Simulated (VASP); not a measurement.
# W (Immm) in VASP: single point with PBE

Aim: the single point of W with PBE.

All numbers are computed with VASP 6.6.1; they aren't measurements. Logs are shortened: lines on timing, memory, paths and dates and some standing lists are left out, and cuts for length are marked.

### 1 The cell of the first run

Symmetry: Immm, No. 71, orthorhombic system. Conventional cell: a = 2.849 Å, b = 2.892 Å, c = 4.060 Å, α = 90.00°, β = 90.00°, γ = 90.00°. Within 3.8 Å of W (site symmetry mmm) lie 12 W at 2.85 to 2.89 Å.

### 2 Single point, PBE (xy shear strain of +1.5 %)

Contents of INCAR:

```
SYSTEM = W
PREC = Accurate
ENCUT = 520
EDIFF = 1E-6
ISMEAR = -1
SIGMA = 0.05
LREAL = .FALSE.
LASPH = .TRUE.
NELM = 60
ALGO = Normal
ISIF = 2
LWAVE = .FALSE.
LCHARG = .TRUE.
GGA = PE
LELF = .TRUE.
LVHAR = .TRUE.
NBANDS = 13
```

Contents of KPOINTS:

```
Automatic mesh
0
G
  14 14 14
  0 0 0
```

Contents of POSCAR:

```
W
1.0
    0.0152250000      2.0300000000      2.0300000000
    2.0300000000      0.0152250000      2.0300000000
    2.0452250000      2.0452250000      0.0000000000
W
1
Direct
    0.0000000000      0.0000000000      0.0000000000
```

Potentials or basis: VASP PAW PBE potentials, release 64 (W_sv).

On the command line:

```
cat potpaw_PBE.64/W_sv/POTCAR > POTCAR
mpirun -np 1 vasp_std > vasp.out
```

OUTCAR:

```text
SYSTEM = W
   PREC = Accurate
   ENCUT = 520
   EDIFF = 1E-6
   ISMEAR = -1
   LREAL = .FALSE.
   LASPH = .TRUE.
   NELM = 60
   ISIF = 2
   GGA = PE

 ion  position               nearest neighbor table
   1  0.000  0.000  0.000-

  LATTYP: Found a body centered orthorhombic cell.
 ALAT       =     2.8493221301
 B/A-ratio  =     1.0151133501
 C/A-ratio  =     1.4249003147

  Lattice vectors:

 A1 = (   2.0300000000,   0.0152250000,  -2.0300000000)
 A2 = (  -2.0300000000,  -0.0152250000,  -2.0300000000)
 A3 = (   0.0152250000,   2.0300000000,   2.0300000000)

Analysis of symmetry for initial positions (statically):
=====================================================================
 Subroutine PRICEL returns:
 Original cell was already a primitive cell.

 Routine SETGRP: Setting up the symmetry group for a
 body centered orthorhombic supercell.

 Subroutine GETGRP returns: Found  8 space group operations
 (whereof  8 operations were pure point group operations)
 out of a pool of  8 trial point group operations.

The static configuration has the point symmetry D_2h.

Analysis of symmetry for dynamics (positions and initial velocities):
=====================================================================
 Subroutine PRICEL returns:
 Original cell was already a primitive cell.

 Routine SETGRP: Setting up the symmetry group for a
 body centered orthorhombic supercell.

 Subroutine GETGRP returns: Found  8 space group operations
 (whereof  8 operations were pure point group operations)
 out of a pool of  8 trial point group operations.

The dynamic configuration has the point symmetry D_2h.

 Subroutine INISYM returns: Found  8 space group operations
 (whereof  8 operations are pure point group operations),
 and found     1 'primitive' translations

----------------------------------------------------------------------------------------

                                     Primitive cell

  volume of cell :      16.7299

  direct lattice vectors                    reciprocal lattice vectors
     0.015225000  2.030000000  2.030000000    -0.248166669  0.248166669  0.246305419
     2.030000000  0.015225000  2.030000000     0.248166669 -0.248166669  0.246305419
     2.045225000  2.045225000  0.000000000     0.244471880  0.244471880 -0.246305419

  length of vectors
     2.870893903  2.870893903  2.892384933     0.428765379  0.428765379  0.424498951

  position of ions in fractional coordinates (direct lattice)
     0.000000000  0.000000000  0.000000000

  ion indices of the primitive-cell ions
   primitive index   ion index
                 1           1

----------------------------------------------------------------------------------------

 KPOINTS: Automatic mesh

Automatic generation of k-mesh.
 Grid dimensions read from file:
 generate k-points for:   14   14   14

 Generating k-lattice:

  Cartesian coordinates                     Fractional coordinates (reciprocal lattice)
    -0.017726191  0.017726191  0.017593244     0.071428571 -0.000000000  0.000000000
     0.017726191 -0.017726191  0.017593244    -0.000000000  0.071428571  0.000000000
     0.017462277  0.017462277 -0.017593244     0.000000000  0.000000000  0.071428571

  Length of vectors
     0.030626099  0.030626099  0.030321354

  Shift w.r.t. Gamma in fractional coordinates (k-lattice)
     0.000000000  0.000000000  0.000000000

 Subroutine IBZKPT returns following result:
 ===========================================

 Found    428 irreducible k-points:

 Following reciprocal coordinates:
            Coordinates               Weight
  0.000000  0.000000  0.000000      1.000000
  0.071429 -0.000000  0.000000      4.000000
  0.142857  0.000000  0.000000      4.000000
  0.214286  0.000000  0.000000      4.000000
  0.285714 -0.000000  0.000000      4.000000
  0.357143  0.000000  0.000000      4.000000
[... 16 lines left out ...]
  0.214286  0.142857  0.000000      4.000000
  0.285714  0.142857  0.000000      4.000000
 [... further k-points ...]
   k-points           NKPTS =    428   k-points in BZ     NKDIM =    428   number of bands    NBANDS=     13
   number of dos      NEDOS =    301   number of ions     NIONS =      1
   total plane-waves  NPLWV =  13824
   dimension x,y,z NGX =    24 NGY =   24 NGZ =   24
   dimension x,y,z NGXF=    48 NGYF=   48 NGZF=   48
   ions per type =               1
   NGX,Y,Z   is equivalent  to a cutoff of  13.90, 13.90, 13.79 a.u.
   NGXF,Y,Z  is equivalent  to a cutoff of  27.80, 27.80, 27.59 a.u.
 SYSTEM =  W
   PREC   = accura    normal or accurate (medium, high low for compatibility)
   ISTART =      0    job   : 0-new  1-cont  2-samecut
   ICHARG =      2    charge: 1-file 2-atom 10-const
   ISPIN  =      1    spin polarized calculation?
   LNONCOLLINEAR =      F non collinear calculations
   LSORBIT =      F    spin-orbit coupling
   LASPH  =      T    aspherical Exc in radial PAW
   ENCUT  =  520.0 eV  38.22 Ry    6.18 a.u.   5.34  5.34  5.38*2*pi/ulx,y,z
   NELM   =     60;   NELMIN=  2; NELMDL= -5     # of ELM steps
   EDIFF  = 0.1E-05   stopping-criterion for ELM
   LREAL  =      F    real-space projection
   EDIFFG = 0.1E-04   stopping-criterion for IOM
   NSW    =      0    number of steps for IOM
   IBRION =     -1    ionic relax: 0-MD 1-quasi-New 2-CG
   NFREE  =      0    steps in history (QN), initial steepest desc. (CG)
   ISIF   =      2    stress and relaxation
   ISYM   =      2    0-nonsym 1-usesym 2-fastsym
   POTIM  = 0.5000    time-step for ionic-motion
   TEBEG  =    0.0;   TEEND  =   0.0 temperature during run
   PSTRESS=    0.0 pullay stress
   NELECT =      14.0000    total number of electrons
   NUPDOWN=      -1.0000    fix difference up-down
   EMIN   =  10.00;   EMAX   =-10.00  energy-range for DOS
   EFERMI =   0.00;   METHOD = LEGACY
   ISMEAR =    -1;   SIGMA  =   0.05  broadening in eV -4-tet -1-fermi 0-gaus
   EFERMI_NEDOS =   21; number of points for ismear=-14 and -15
   IALGO  =     38    algorithm
   IMIX   =      4    mixing-type and parameters
     AMIX     =   0.40;   BMIX     =  1.00
     AMIX_MAG =   1.60;   BMIX_MAG =  1.00
  volume/ion in A,a.u.               =      16.73       112.90
  Fermi-wavevector in a.u.,A,eV,Ry     =   1.542717  2.915313 32.381538  2.379976
  Thomas-Fermi vector in A             =   2.648482
   LORBIT       =      0    0 simple, 1 ext, 2 COOP (PROOUT), +10 PAW based schemes
   GGA     = PE    functional components
   LHFCALC =     F    Hartree Fock is set to
   AEXX    =    0.0000 exact exchange contribution
   IVDW    =     0    specifies the selected vdW correction
   LEPSILON=     F    determine dielectric tensor
   LRPA    =     F    only Hartree local field effects (RPA)
 non-spin polarized calculation
  energy-cutoff  :      520.00
  volume of cell :       16.73
 maximum number of plane-waves:       466
 NGX is ok and might be reduce to    24
   NGX = 11   NGY = 11   NGZ = 11

 number of electron      14.0000001 magnetization

 Free energy of the ion-electron system (eV)
  ---------------------------------------------------
  ext. energy  EPLUGINS =         0.00000000
  ---------------------------------------------------
  free energy    TOTEN  =       -12.47611321 eV

  energy without entropy =      -12.46600478  energy(sigma->0) =      -12.47105899

 E-fermi :  10.2187     XC(G=0): -13.3285

 val. band max:       10.2178326637   @ k =  -0.2857   0.1429   0.0714
 cond. band min:      10.2249082677   @ k =   0.5000   0.0000   0.1429
 fundamental gap:      0.0070756040
 Fermi energy:        10.2187276005

 k-point     1 :       0.0000    0.0000    0.0000
  band No.  band energies     occupation
      1     -63.4855      2.00000
      2     -27.1584      2.00000
      3     -27.1397      2.00000
      4     -27.1201      2.00000
      5       1.3359      2.00000
      6       9.5597      2.00000
      7       9.6861      1.99995
      8       9.8274      1.99920
      9      12.7349      0.00000
     10      12.7354      0.00000
     11      22.9874      0.00000
     12      27.9219      0.00000
     13      28.1150      0.00000

 k-point     2 :       0.0714   -0.0000    0.0000
  band No.  band energies     occupation
      1     -63.4806      2.00000
      2     -27.1858      2.00000
      3     -27.1656      2.00000
      4     -27.1396      2.00000
      5       1.5570      2.00000
      6       9.5924      1.99999
      7       9.6631      1.99997
      8       9.8565      1.99857
      9      12.6346      0.00000
     10      12.6388      0.00000
     11      23.4324      0.00000
     12      27.2777      0.00000
     13      28.3431      0.00000

 k-point     3 :       0.1429    0.0000    0.0000
  band No.  band energies     occupation
      1     -63.4667      2.00000
      2     -27.3439      2.00000
      3     -27.1860      2.00000
      4     -27.1630      2.00000
      5       2.1811      2.00000
      6       9.1948      2.00000
      7       9.9036      1.99634
      8      10.1033      1.81904
      9      12.4541      0.00000
     10      12.4673      0.00000
     11      24.4350      0.00000
     12      25.8805      0.00000
     13      29.5369      0.00000
[... 305 lines left out ...]
 k-point    23 :       0.2143    0.1429    0.0000
  band No.  band energies     occupation
      1     -63.4466      2.00000
      2     -27.4862      2.00000
      3     -27.2725      2.00000
      4     -27.2261      2.00000
      5       3.1370      2.00000
      6       8.2816      2.00000
      7      10.5205      0.00477
      8      10.5959      0.00106
      9      11.3906      0.00000
     10      13.3124      0.00000
     11      25.9880      0.00000
     12      26.5712      0.00000
     13      29.0437      0.00000

 k-point    24 :       0.2857    0.1429    0.0000
  band No.  band energies     occupation
      1     -63.4273      2.00000
      2     -27.6787      2.00000
      3     -27.3092      2.00000
      4     -27.2673      2.00000
      5       4.0285      2.00000
      6       8.0103      2.00000
      7       9.9361      1.99301
      8      10.7223      0.00008
      9      12.2063      0.00000
     10      13.7288      0.00000
     11      24.7447      0.00000
     12      27.6783      0.00000
     13      29.6068      0.00000

 [... further k-points ...]
[... 5 lines left out ...]
  --------------------------------------------------------------------------------------
  -------------------------------------------------------------------------------------
  Total       -0.4519748     -0.4519748     -0.4136376      0.2583578      0.0000000      0.0000000
  in kB      -43.2843731    -43.2843731    -39.6129246     24.7422089      0.0000000      0.0000000
  external PRESSURE =     -42.0605569 kB  Pullay stress =       0.0000000 kB

 VOLUME and BASIS-vectors are now :
 -----------------------------------------------------------------------------
  energy-cutoff  :      520.00
  volume of cell :       16.73
      direct lattice vectors                 reciprocal lattice vectors
     0.015225000  2.030000000  2.030000000    -0.248166669  0.248166669  0.246305419
     2.030000000  0.015225000  2.030000000     0.248166669 -0.248166669  0.246305419
     2.045225000  2.045225000  0.000000000     0.244471880  0.244471880 -0.246305419

 POSITION                                       TOTAL-FORCE (eV/Angst)
 -----------------------------------------------------------------------------------
      0.00000      0.00000      0.00000         0.000000      0.000000      0.000000
 -----------------------------------------------------------------------------------
    total drift:                               -0.000000      0.000000     -0.000000

  FREE ENERGIE OF THE ION-ELECTRON SYSTEM (eV)
  ---------------------------------------------------
  free  energy   TOTEN  =       -12.4761132052 eV

  energy  without entropy=      -12.4660047753  energy(sigma->0) =      -12.47105899
```

Wall time 23 s (1 thread of Intel Xeon 6975P-C (Granite Rapids), shared host); peak memory 0.21 GiB.

What came out:

```
Free energy            : -12.4761 eV
Pressure               : -4.2 GPa
Band gap on the k mesh : zero (band 7 reaches 13.17 eV, above the bottom of band 8 at 9.69 eV)
```

Caveat: the cell differs from its parent crystal (xy shear strain of +1.5 %); spin-orbit coupling is left out, which moves the levels of the heavy elements.
